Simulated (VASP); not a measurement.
# C (Fmmm) in VASP: notebook, part 2 of 2

VASP 6.6.1. The steps go on from the part before.

## (3) Single point, LDA (strain +0.000 along x and y, -0.015 along z)

INCAR reads:

```
PREC = Accurate
ENCUT = 520
EDIFF = 1E-6
ISMEAR = 0
SIGMA = 0.05
LREAL = F
LASPH = T
NELM = 80
ALGO = Normal
ISIF = 2
LWAVE = F
LCHARG = F
GGA = CA
NBANDS = 11
```

KPOINTS reads:

```
Automatic mesh
0
Gamma
  14 14 14
```

POSCAR reads:

```
C
1.0
    0.0000000000      2.1270000000      3.2977800000
    1.2280000000      0.0000000000      3.2977800000
    1.2280000000      2.1270000000      0.0000000000
C
2
Direct
    0.1666700000      0.8333300000      0.1666700000
    0.8333300000      0.1666700000      0.8333300000
```

Potentials or basis: VASP PAW LDA potentials, release 64 (C).

On the command line:

```
$ cat potpaw_LDA.64/C/POTCAR > POTCAR
$ mpirun -np 1 vasp_std > vasp.out
```

OUTCAR:

```text
PREC = Accurate
   ENCUT = 520
   EDIFF = 1E-6
   ISMEAR = 0
   LREAL = F
   LASPH = T
   NELM = 80
   ISIF = 2
   GGA = CA

 ion  position               nearest neighbor table
   1  0.167  0.833  0.167-   2 1.42   2 1.42   2 1.42
   2  0.833  0.167  0.833-   1 1.42   1 1.42   1 1.42

  LATTYP: Found a face centered orthorhombic cell.
 ALAT       =     2.4560000000
 B/A-ratio  =     1.7320846906
 C/A-ratio  =     2.6854885993

  Lattice vectors:

 A1 = (   0.0000000000,   2.1270000000,   3.2977800000)
 A2 = (   1.2280000000,   0.0000000000,   3.2977800000)
 A3 = (   1.2280000000,   2.1270000000,   0.0000000000)

Analysis of symmetry for initial positions (statically):
=====================================================================
 Subroutine PRICEL returns:
 Original cell was already a primitive cell.

 Routine SETGRP: Setting up the symmetry group for a
 face centered orthorhombic supercell.

 Subroutine GETGRP returns: Found  8 space group operations
 (whereof  8 operations were pure point group operations)
 out of a pool of  8 trial point group operations.

The static configuration has the point symmetry D_2h.

Analysis of symmetry for dynamics (positions and initial velocities):
=====================================================================
 Subroutine PRICEL returns:
 Original cell was already a primitive cell.

 Routine SETGRP: Setting up the symmetry group for a
 face centered orthorhombic supercell.

 Subroutine GETGRP returns: Found  8 space group operations
 (whereof  8 operations were pure point group operations)
 out of a pool of  8 trial point group operations.

The dynamic configuration has the point symmetry D_2h.

 Subroutine INISYM returns: Found  8 space group operations
 (whereof  8 operations are pure point group operations),
 and found     1 'primitive' translations

----------------------------------------------------------------------------------------

                                     Primitive cell
[... 114 lines left out ...]
  Thomas-Fermi vector in A             =   2.400878
   LORBIT       =      0    0 simple, 1 ext, 2 COOP (PROOUT), +10 PAW based schemes
   GGA     = CA    functional components
   LHFCALC =     F    Hartree Fock is set to
   AEXX    =    0.0000 exact exchange contribution
   IVDW    =     0    specifies the selected vdW correction
   LEPSILON=     F    determine dielectric tensor
   LRPA    =     F    only Hartree local field effects (RPA)
 non-spin polarized calculation
 Gauss-broadening in eV      SIGMA  =   0.05
  energy-cutoff  :      520.00
  volume of cell :       17.23
 maximum number of plane-waves:       479
 NGX is ok and might be reduce to    30
   NGX = 15   NGY = 13   NGZ =  9

 number of electron       8.0000000 magnetization

 Free energy of the ion-electron system (eV)
  ---------------------------------------------------
  ext. energy  EPLUGINS =         0.00000000
  ---------------------------------------------------
  free energy    TOTEN  =       -20.21834298 eV

  energy without entropy =      -20.21834279  energy(sigma->0) =      -20.21834289

 E-fermi :   5.1021     XC(G=0): -10.8857

 val. band max:        4.9851383761   @ k =   0.5000  -0.1429   0.3571
 cond. band min:       5.2353268048   @ k =  -0.1429   0.2143   0.2857
 fundamental gap:      0.2501884287
 Fermi energy:         5.1021049882

 k-point     1 :       0.0000    0.0000    0.0000
  band No.  band energies     occupation
      1     -14.7620      2.00000
      2      -1.7249      2.00000
      3       1.7811      2.00000
      4       1.8122      2.00000
      5       8.7788      0.00000
      6      13.1349      0.00000
      7      13.2187      0.00000
      8      16.1976      0.00000
      9      17.9611      0.00000
     10      27.2375      0.00000
     11      30.4962      0.00000
[... 309 lines left out ...]
 k-point    24 :       0.2857    0.1429    0.0000
  band No.  band energies     occupation
      1     -14.1437      2.00000
      2      -2.1380      2.00000
      3       0.0752      2.00000
      4       0.8987      2.00000
      5      11.4543      0.00000
      6      13.2765      0.00000
      7      14.6513      0.00000
      8      15.1017      0.00000
      9      18.7327      0.00000
     10      26.7250      0.00000
     11      28.5823      0.00000

 [... further k-points ...]
[... 5 lines left out ...]
  --------------------------------------------------------------------------------------
  -------------------------------------------------------------------------------------
  Total       -0.5072979     -0.5067718      0.0708443      0.0000000      0.0000000      0.0000000
  in kB      -47.1798051    -47.1308724      6.5886723      0.0000000      0.0000000      0.0000000
  external PRESSURE =     -29.2406684 kB  Pullay stress =       0.0000000 kB

 VOLUME and BASIS-vectors are now :
 -----------------------------------------------------------------------------
  energy-cutoff  :      520.00
  volume of cell :       17.23
      direct lattice vectors                 reciprocal lattice vectors
     0.000000000  2.127000000  3.297780000    -0.407166124  0.235072873  0.151617149
     1.228000000  0.000000000  3.297780000     0.407166124 -0.235072873  0.151617149
     1.228000000  2.127000000  0.000000000     0.407166124  0.235072873 -0.151617149

 POSITION                                       TOTAL-FORCE (eV/Angst)
 -----------------------------------------------------------------------------------
      1.22800      0.70901      3.29778         0.000000      0.038856      0.000000
      1.22800      3.54499      3.29778         0.000000     -0.038856      0.000000
 -----------------------------------------------------------------------------------
    total drift:                               -0.000000     -0.000000     -0.000000

  FREE ENERGIE OF THE ION-ELECTRON SYSTEM (eV)
  ---------------------------------------------------
  free  energy   TOTEN  =       -20.2183429784 eV

  energy  without entropy=      -20.2183427928  energy(sigma->0) =      -20.21834289
```

OSZICAR:

```text
N       E                     dE             d eps       ncg     rms          rms(c)
DAV:   1    -0.226792145386E+01   -0.22679E+01   -0.41071E+03  9600   0.649E+02
DAV:   2    -0.211804097069E+02   -0.18912E+02   -0.18245E+02 12504   0.118E+02
DAV:   3    -0.216044458182E+02   -0.42404E+00   -0.42334E+00 11767   0.141E+01
DAV:   4    -0.216061263640E+02   -0.16805E-02   -0.16804E-02 10843   0.110E+00
DAV:   5    -0.216061335905E+02   -0.72265E-05   -0.72264E-05 12022   0.652E-02    0.656E+00
DAV:   6    -0.205451937252E+02    0.10609E+01   -0.96228E-01 10812   0.557E+00    0.371E+00
DAV:   7    -0.202190086957E+02    0.32619E+00   -0.10052E+00 11144   0.573E+00    0.102E+00
DAV:   8    -0.202189665485E+02    0.42147E-04   -0.22864E-02 10511   0.994E-01    0.173E-01
DAV:   9    -0.202183510867E+02    0.61546E-03   -0.13135E-03 11338   0.210E-01    0.653E-02
DAV:  10    -0.202183439724E+02    0.71144E-05   -0.10768E-04 11316   0.707E-02    0.277E-02
DAV:  11    -0.202183429784E+02    0.99401E-06   -0.29561E-06 11134   0.119E-02
   1 F= -.20218343E+02 E0= -.20218343E+02  d E =-.185572E-06
```

stdout:

```text
POSCAR found type information on POSCAR C
 POSCAR found :  1 types and       2 ions
 scaLAPACK will be used
 LDA part: xc-table for (Slater(with rela. corr.)+CA(PZ))
 , standard interpolation
 POSCAR, INCAR and KPOINTS ok, starting setup
 FFT: planning ... GRIDC
 FFT: planning ... GRID_SOFT
 FFT: planning ... GRID
 WAVECAR not read
 entering main loop
```

Run time: 33 s. Hardware: 1 thread of Intel Xeon 6975P-C (Granite Rapids), shared host; peak memory 0.17 GiB.

What came out:

```
Free energy            : -20.2183 eV
Pressure               : -2.9 GPa
Largest force          : 0.039 eV/Å
Band gap on the k mesh : 0.25 eV, indirect (least direct gap 0.33 eV)
```

Forces on the atoms (eV/Å):
```
C    0.000  0.039  0.000
C    0.000 -0.039  0.000
```

Stress tensor (GPa, compression positive):
```
-4.72  0.00  0.00
 0.00 -4.71  0.00
 0.00  0.00  0.66
```

Levels at points of the mesh, in eV from the valence-band top:
| k point | band 2 | band 3 | band 4 | band 5 | band 6 | band 7 |
| --- | --- | --- | --- | --- | --- | --- |
| (0.00, 0.00, 0.00) | -6.71 | -3.20 | -3.17 | 3.79 | 8.15 | 8.23 |
| (0.50, 0.00, 0.00) | -13.39 | -6.60 | -2.59 | 1.38 | 7.38 | 12.14 |
| (0.50, 0.50, 0.00) | -8.95 | -3.22 | -3.19 | 8.11 | 8.19 | 10.32 |
| (0.50, 0.00, 0.50) | -13.50 | -6.57 | -1.71 | 2.35 | 7.63 | 10.79 |
| (0.00, 0.50, 0.50) | -13.29 | -6.64 | -3.35 | 0.59 | 7.16 | 13.41 |

Caveat: the cell differs from its parent crystal (strain +0.000 along x and y, -0.015 along z). A k mesh can miss the band edges.

## (4) Single point, LDA (strain -0.015 along x and y, +0.015 along z)

INCAR reads:

```
ALGO = Normal ; EDIFF = 1E-6
ENCUT = 520 ; GGA = CA
ISIF = 2 ; ISMEAR = 0
LASPH = True ; LCHARG = False
LREAL = False ; LWAVE = False
NBANDS = 11 ; NELM = 60
PREC = Accurate ; SIGMA = 0.05
```

KPOINTS reads:

```
k-points
0
Gamma
  14 14 14
```

POSCAR reads:

```
C
1.0
    0.0000000000      2.0950950000      3.3982200000
    1.2095800000      0.0000000000      3.3982200000
    1.2095800000      2.0950950000      0.0000000000
C
2
Direct
    0.1666700000      0.8333300000      0.1666700000
    0.8333300000      0.1666700000      0.8333300000
```

On the command line:

```
$ cat potpaw_LDA.64/C/POTCAR > POTCAR
$ mpirun -np 1 vasp_std > vasp.out
```

Run time: 32 s. Hardware: 1 thread of Intel Xeon 6975P-C (Granite Rapids), shared host; peak memory 0.17 GiB.

The run converged. Its results:

* Free energy: -20.2014 eV
* Pressure: 10.1 GPa
* Largest force: 0.029 eV/Å
* Band gap on the k mesh: 0.45 eV, indirect (least direct gap 0.55 eV)

Forces on the atoms (eV/Å):
```
C    0.000  0.029  0.000
C    0.000 -0.029  0.000
```

Stress tensor (GPa, compression positive):
```
15.40  0.00  0.00
 0.00 15.44  0.00
 0.00  0.00 -0.41
```

Levels at points of the mesh, in eV from the valence-band top:
| k point | band 1 | band 2 | band 3 | band 4 | band 5 | band 6 | band 7 | band 8 | band 9 |
| --- | --- | --- | --- | --- | --- | --- | --- | --- | --- |
| (0.00, 0.00, 0.00) | -19.90 | -7.05 | -3.02 | -3.00 | 3.51 | 8.63 | 8.69 | 11.96 | 14.18 |
| (0.50, 0.00, 0.00) | -14.23 | -13.52 | -6.56 | -2.50 | 1.57 | 8.01 | 12.27 | 13.16 | 19.14 |
| (0.50, 0.50, 0.00) | -19.62 | -8.94 | -3.03 | -3.01 | 8.60 | 8.66 | 9.59 | 12.09 | 14.04 |
| (0.50, 0.00, 0.50) | -14.33 | -13.60 | -6.54 | -1.78 | 2.44 | 8.21 | 10.87 | 10.98 | 17.97 |
| (0.00, 0.50, 0.50) | -14.12 | -13.44 | -6.59 | -3.14 | 0.87 | 7.83 | 13.57 | 16.81 | 20.06 |

Caveat: the cell differs from its parent crystal (strain -0.015 along x and y, +0.015 along z). A k mesh can miss the band edges.

## (5) Single point, LDA (strain -0.015 along x and y, +0.030 along z)

INCAR reads:

```
SYSTEM = C
  PREC = Accurate
  ENCUT = 520
  EDIFF = 1E-6
  ISMEAR = 0
  SIGMA = 0.05
  LREAL = .False.
  LASPH = .True.
  NELM = 60
  ALGO = Normal
  ISIF = 2
  LWAVE = .False.
  LCHARG = .True.
  GGA = CA
  LELF = .True.
  LVHAR = .True.
  NBANDS = 11
```

KPOINTS reads:

```
Automatic mesh
0
Gamma
  14 14 14
  0 0 0
```

POSCAR reads:

```
C
1.0
    0.0000000000      2.0950950000      3.4484400000
    1.2095800000      0.0000000000      3.4484400000
    1.2095800000      2.0950950000      0.0000000000
C
2
Direct
    0.1666700000      0.8333300000      0.1666700000
    0.8333300000      0.1666700000      0.8333300000
```

On the command line:

```
$ cat potpaw_LDA.64/C/POTCAR > POTCAR
$ mpirun -np 1 vasp_std > vasp.out
```

Run time: 33 s. Hardware: 1 thread of Intel Xeon 6975P-C (Granite Rapids), shared host; peak memory 0.17 GiB.

Results (log left out):

```yaml
Free_energy: -20.2007 eV
Pressure: 9.9 GPa
Largest_force: 0.026 eV/Å
Band_gap_on_the_k_mesh: 0.51 eV, indirect (least direct gap 0.62 eV)
```

Forces on the atoms (eV/Å):
```
C    0.000  0.026  0.000
C    0.000 -0.026  0.000
```

Stress tensor (GPa, compression positive):
```
15.21  0.00  0.00
 0.00 15.26  0.00
 0.00  0.00 -0.74
```

Levels at points of the mesh, in eV from the valence-band top:
| k point | band 2 | band 3 | band 4 | band 5 | band 6 | band 7 |
| --- | --- | --- | --- | --- | --- | --- |
| (0.00, 0.00, 0.00) | -7.07 | -2.96 | -2.94 | 3.45 | 8.68 | 8.74 |
| (0.50, 0.00, 0.00) | -13.47 | -6.51 | -2.45 | 1.63 | 8.07 | 12.22 |
| (0.50, 0.50, 0.00) | -8.82 | -2.97 | -2.95 | 8.66 | 8.71 | 9.30 |
| (0.50, 0.00, 0.50) | -13.54 | -6.49 | -1.79 | 2.44 | 8.25 | 10.85 |
| (0.00, 0.50, 0.50) | -13.40 | -6.53 | -3.03 | 0.97 | 7.91 | 13.51 |

Caveat: the cell differs from its parent crystal (strain -0.015 along x and y, +0.030 along z).

## (6) Single point, LDA (strain +0.015 along x and y, -0.030 along z)

INCAR reads:

```
ALGO = Normal
EDIFF = 1E-6
ENCUT = 520
ISIF = 2
ISMEAR = 0
LASPH = T
LCHARG = F
LREAL = F
LWAVE = F
NBANDS = 11
NELM = 60
PREC = Accurate
SIGMA = 0.05
```

KPOINTS reads:

```
k-points
0
Gamma
  14 14 14
```

POSCAR reads:

```
C
1.0
    0.0000000000      2.1589050000      3.2475600000
    1.2464200000      0.0000000000      3.2475600000
    1.2464200000      2.1589050000      0.0000000000
C
2
Direct
    0.1666700000      0.8333300000      0.1666700000
    0.8333300000      0.1666700000      0.8333300000
```

Potentials or basis: VASP PAW LDA potentials, release 64 (C).

On the command line:

```
$ cat potpaw_LDA.64/C/POTCAR > POTCAR
$ mpirun -np 1 vasp_std > vasp.out
```

It took 52 s on 1 thread of Intel Xeon 6975P-C (Granite Rapids), shared host; peak memory 0.17 GiB.

Results (log left out):

- Free energy: -20.1720 eV
- Pressure: -14.8 GPa
- Largest force: 0.043 eV/Å
- Band gap on the k mesh: 0.12 eV, indirect (least direct gap 0.17 eV)

Forces on the atoms (eV/Å):
```
C    0.000  0.043  0.000
C    0.000 -0.043  0.000
```

Stress tensor (GPa, compression positive):
```
-22.83   0.00   0.00
  0.00 -22.90   0.00
  0.00   0.00   1.42
```

Levels at points of the mesh, in eV from the valence-band top:
```
           k point  band 1  band 2  band 3  band 4  band 5  band 6  band 7  band 8  band 9
(0.00, 0.00, 0.00)  -19.53   -6.41   -3.33   -3.29    4.01    7.74    7.84   10.55   11.87
(0.50, 0.00, 0.00)  -14.20  -13.22   -6.59   -2.62    1.24    6.83   11.97   13.31   18.66
(0.50, 0.50, 0.00)  -19.12   -8.85   -3.35   -3.31    7.69    7.79   10.74   10.76   11.68
(0.50, 0.00, 0.50)  -14.36  -13.34   -6.55   -1.64    2.26    7.11   10.70   10.81   17.48
(0.00, 0.50, 0.50)  -14.04  -13.10   -6.63   -3.46    0.41    6.58   13.19   17.43   18.79
```

Caveat: the cell differs from its parent crystal (strain +0.015 along x and y, -0.030 along z). A k mesh can miss the band edges.

## (7) The runs side by side

```csv
cell,gap on the mesh (eV),pressure (GPa),largest force (eV/Å)
"a = 3.949, b = 3.560, c = 2.419 Å, angles 80.2, 62.7, 37.1°, 2 atoms",0.38,10.4,0.03
"a = 3.924, b = 3.519, c = 2.456 Å, angles 80.0, 62.0, 38.0°, 2 atoms",0.25,-2.9,0.04
"a = 3.992, b = 3.607, c = 2.419 Å, angles 80.3, 63.0, 36.7°, 2 atoms",0.45,10.1,0.03
"a = 4.035, b = 3.654, c = 2.419 Å, angles 80.5, 63.3, 36.2°, 2 atoms",0.51,9.9,0.03
"a = 3.900, b = 3.479, c = 2.493 Å, angles 79.7, 61.4, 39.0°, 2 atoms",0.12,-14.8,0.04
```

Alike in all rows: task single point; level LDA; potentials or basis VASP PAW LDA potentials, release 64 (C); no spin polarisation; k mesh 14 × 14 × 14; cutoff (eV) 520; smearing gaussian 0.05 eV.

Absolute energies hang on the potentials; compare differences alone.
